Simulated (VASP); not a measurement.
Here is a VASP 6.6.1 calculation.

The input POSCAR:

```
Si
1.0
   -2.3554565746      2.3554565746      1.3203438769
    2.3554565746     -2.3554565746      1.3203438769
    2.3554565746      2.3554565746     -1.3203438769
Si
2
Direct
    0.5000000000      0.5000000000      0.0000000000
    0.2500000000      0.7500000000      0.5000000000
```

INCAR.step1

```
SYSTEM = Si
  PREC = Accurate
  ENCUT = 520
  EDIFF = 1E-5
  ISMEAR = -1
  SIGMA = 0.05
  LREAL = .False.
  LASPH = .True.
  NELM = 80
  ALGO = Normal
  ISIF = 2
  LWAVE = .True.
  LCHARG = .False.
  NBANDS = 11
  GGA = PE
```

The input INCAR.step2:

```
SYSTEM = Si
  PREC = Accurate
  ENCUT = 520
  EDIFF = 1E-7
  ISMEAR = -1
  SIGMA = 0.05
  LREAL = .False.
  LASPH = .True.
  NELM = 80
  ALGO = Normal
  ISIF = 2
  LWAVE = .False.
  LCHARG = .False.
  GGA = PE
  LHFCALC = .True.
  AEXX = 0.25
  PRECFOCK = Normal
  NBANDS = 11
  ISTART = 1
```

Contents of KPOINTS:

```
regular mesh
0
Gamma
  8 8 8
  0 0 0
```

Potentials or basis: VASP PAW PBE potentials, release 64 (Si).

The run is started by

```sh
$ cat potpaw_PBE.64/Si/POTCAR > POTCAR
$ cp INCAR.step1 INCAR
$ mpirun -np 1 vasp_std > vasp.out
$ cp INCAR.step2 INCAR
$ mpirun -np 1 vasp_std > vasp.out
```

Q: Predict the band gap on the k mesh.

A: Zero (bands 4 and 5 overlap by 6.89 eV).

Q: Predict the pressure.

A: 3.3 GPa.

Stress tensor (GPa, compression positive):
```
3.12 0.00 0.00
0.00 3.12 0.00
0.00 0.00 3.68
```

Caveat: the cell stands under pressure; the PAW data sets were made with another functional, which shifts forces and pressure a little.
